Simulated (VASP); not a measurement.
# H10CO6 in VASP: a series of runs, part 2 of 2

VASP 6.6.1.

## Step 4: Single point, r2SCAN

File POSCAR:

```
H10CO6
1.0
    5.2704420000      0.0000000000      0.0000000000
    0.0000000000      5.2704420000      0.0000000000
    0.0000000000      0.0000000000      5.2704420000
O H C
6 10 1
Direct
    0.1251697675      0.5081357503      0.1397605742
    0.4041596511      0.9988915541      0.9238314358
    0.9560867950      0.0867479426      0.6894298429
    0.6996566891      0.2245352477      0.2790847523
    0.5750371601      0.7351755318      0.3608236273
    0.4229816019      0.5128981592      0.7041724394
    0.1394569943      0.4993888558     -0.0345891293
    0.1904394356      0.3546571616      0.2386896583
    0.2857255615      1.0775377094      0.8065926918
    0.3472953502      0.8205383913      0.9122005327
    0.8580684504      0.0644537972      0.5369568624
    0.8205383913      0.0469979558      0.8091731206
    0.5954339313      0.1582030501      0.1282814610
    0.7967453204      0.3705761300      0.2044230825
    0.3977275530      0.7465597762      0.3104103982
    0.7997052240      0.5650949199      0.6207828490
    0.5921704479      0.6009173424      0.5679599548
```

File INCAR.step1:

```
ALGO = Normal ; EDIFF = 1E-4
ENCUT = 520 ; GGA = PE
ISMEAR = -1 ; LASPH = T
LCHARG = F ; LREAL = Auto
LWAVE = T ; NBANDS = 39
NELM = 100 ; PREC = Accurate
SIGMA = 0.05
```

File INCAR.step2:

```
ALGO = Normal ; EDIFF = 1E-7
ENCUT = 520 ; ISIF = 2
ISMEAR = -1 ; ISTART = 1
LASPH = T ; LCHARG = F
LMIXTAU = T ; LREAL = Auto
LWAVE = F ; METAGGA = R2SCAN
NBANDS = 39 ; NELM = 100
PREC = Accurate ; SIGMA = 0.05
```

File KPOINTS:

```
k-points
0
Gamma
  1 1 1
```

Potentials or basis: VASP PAW PBE potentials, release 64 (O, H, C).

Started as:

```bash
cat potpaw_PBE.64/O/POTCAR potpaw_PBE.64/H/POTCAR potpaw_PBE.64/C/POTCAR > POTCAR
cp INCAR.step1 INCAR
mpirun -np 1 vasp_gam > vasp.out
cp INCAR.step2 INCAR
mpirun -np 1 vasp_gam > vasp.out
```

OUTCAR:

```text
EDIFF = 1E-7
   ENCUT = 520
   ISIF = 2
   ISMEAR = -1
   ISTART = 1
   LASPH = T
   LREAL = Auto
   METAGGA = R2SCAN
   NELM = 100
   PREC = Accurate

 ion  position               nearest neighbor table
   1  0.125  0.508  0.140-   7 0.92   8 1.02
   2  0.404  0.999  0.924-   9 0.97  10 0.99
   3  0.956  0.087  0.689-  11 0.96  12 0.98
   4  0.700  0.225  0.279-  14 1.00  13 1.03
   5  0.575  0.735  0.361-  15 0.97  17 1.30
   6  0.423  0.513  0.704-  17 1.24
   7  0.139  0.499  0.965-   1 0.92
   8  0.190  0.355  0.239-   1 1.02
   9  0.286  0.078  0.807-   2 0.97
[... 252 lines left out ...]
  Total       -3.3929242     -1.2636156      0.9851822     -1.4170266      1.9089489     -0.6020868
  in kB      -37.1315971    -13.8287980     10.7816693    -15.5077026     20.8912186     -6.5891372
  external PRESSURE =     -13.3929086 kB  Pullay stress =       0.0000000 kB

 VOLUME and BASIS-vectors are now :
 -----------------------------------------------------------------------------
  energy-cutoff  :      520.00
  volume of cell :      146.40
      direct lattice vectors                 reciprocal lattice vectors
     5.270442000  0.000000000  0.000000000     0.189737407  0.000000000  0.000000000
     0.000000000  5.270442000  0.000000000     0.000000000  0.189737407  0.000000000
     0.000000000  0.000000000  5.270442000     0.000000000  0.000000000  0.189737407

 POSITION                                       TOTAL-FORCE (eV/Angst)
 -----------------------------------------------------------------------------------
      0.65970      2.67810      0.73660        -0.013434     -0.481672      4.558925
      2.13010      5.26460      4.86900        -0.354517     -1.096565      0.028516
      5.03900      0.45720      3.63360        -0.532648     -0.337333      0.701997
      3.68750      1.18340      1.47090        -0.202267      0.608595     -2.755003
      3.03070      3.87470      1.90170        -0.287939      0.028277      0.448849
      2.22930      2.70320      3.71130         0.301175      0.635883     -1.169863
[... 9 lines left out ...]
      4.21480      2.97830      3.27180        -0.632781      0.269238     -0.225321
      3.12100      3.16710      2.99340         0.950905     -1.259372      1.497638
 -----------------------------------------------------------------------------------
    total drift:                               -0.004305     -0.000367      0.011200

  FREE ENERGIE OF THE ION-ELECTRON SYSTEM (eV)
  ---------------------------------------------------
  free  energy   TOTEN  =       -95.5436115102 eV

  energy  without entropy=      -95.5436115102  energy(sigma->0) =      -95.54361151
```

OUTCAR.step1:

```text
EDIFF = 1E-4
   ENCUT = 520
   GGA = PE
   ISMEAR = -1
   LASPH = T
[... 285 lines left out ...]
      3.03070      3.87470      1.90170         0.112910      0.197001      0.254655
      2.22930      2.70320      3.71130        -0.024748      0.418442     -0.813434
[... 9 lines left out ...]
      4.21480      2.97830      3.27180        -0.444507      0.233827     -0.163592
      3.12100      3.16710      2.99340         1.042919     -1.179373      1.385261
 -----------------------------------------------------------------------------------
    total drift:                               -0.006985     -0.000001      0.009736

  FREE ENERGIE OF THE ION-ELECTRON SYSTEM (eV)
  ---------------------------------------------------
  free  energy   TOTEN  =       -87.7778160636 eV

  energy  without entropy=      -87.7778160636  energy(sigma->0) =      -87.77781606
```

OSZICAR.step1:

```text
N       E                     dE             d eps       ncg     rms          rms(c)
DAV:   1     0.360576554456E+03    0.36058E+03   -0.30608E+04    78   0.125E+03
DAV:   2    -0.672930276289E+02   -0.42787E+03   -0.40583E+03    93   0.309E+02
DAV:   3    -0.952132956382E+02   -0.27920E+02   -0.27788E+02   100   0.810E+01
DAV:   4    -0.955465377302E+02   -0.33324E+00   -0.33273E+00    92   0.991E+00
DAV:   5    -0.955507638008E+02   -0.42261E-02   -0.42252E-02    93   0.110E+00    0.180E+01
DAV:   6    -0.880136443587E+02    0.75371E+01   -0.21792E+01    92   0.250E+01    0.713E+00
DAV:   7    -0.878439202569E+02    0.16972E+00   -0.98915E-01   100   0.538E+00    0.435E+00
DAV:   8    -0.877745449966E+02    0.69375E-01   -0.23601E-01   100   0.313E+00    0.647E-01
DAV:   9    -0.877753155033E+02   -0.77051E-03   -0.23284E-02    92   0.100E+00    0.270E-01
DAV:  10    -0.877774340560E+02   -0.21186E-02   -0.89391E-03   100   0.608E-01    0.132E-01
DAV:  11    -0.877775500997E+02   -0.11604E-03   -0.11757E-03    85   0.236E-01    0.632E-02
DAV:  12    -0.877777846736E+02   -0.23457E-03   -0.35771E-04    78   0.110E-01    0.248E-02
DAV:  13    -0.877778160636E+02   -0.31390E-04   -0.30212E-05    68   0.439E-02
   1 F= -.87777816E+02 E0= -.87777816E+02  d E =-.165286E-10
```

It took 38 s on 1 thread of Intel Xeon 6975P-C (Granite Rapids), shared host; peak memory 0.24 GiB.

What came out:

- Free energy: -95.5436 eV
- Pressure: -1.3 GPa
- Largest force: 4.584 eV/Å
- Band gap on the k mesh: 5.87 eV

Forces in eV/Å, atoms in the order of the input:
```
O   -0.013 -0.482  4.559
O   -0.355 -1.097  0.029
O   -0.533 -0.337  0.702
O   -0.202  0.609 -2.755
O   -0.288  0.028  0.449
O    0.301  0.636 -1.170
H    0.642 -1.061 -2.575
H   -0.542  1.616 -1.912
H   -0.211  0.362 -0.031
H    0.657  0.892  0.255
H    0.070  0.448 -1.193
H    0.459  0.146  0.364
H    0.837  0.357  1.650
H   -0.519 -1.101  0.624
H   -0.620 -0.026 -0.267
H   -0.633  0.269 -0.225
C    0.951 -1.259  1.498
```

Caveat: the k points lie up to 1.19 Å⁻¹ apart; the PAW data sets were made with another functional, which shifts forces and pressure a little.
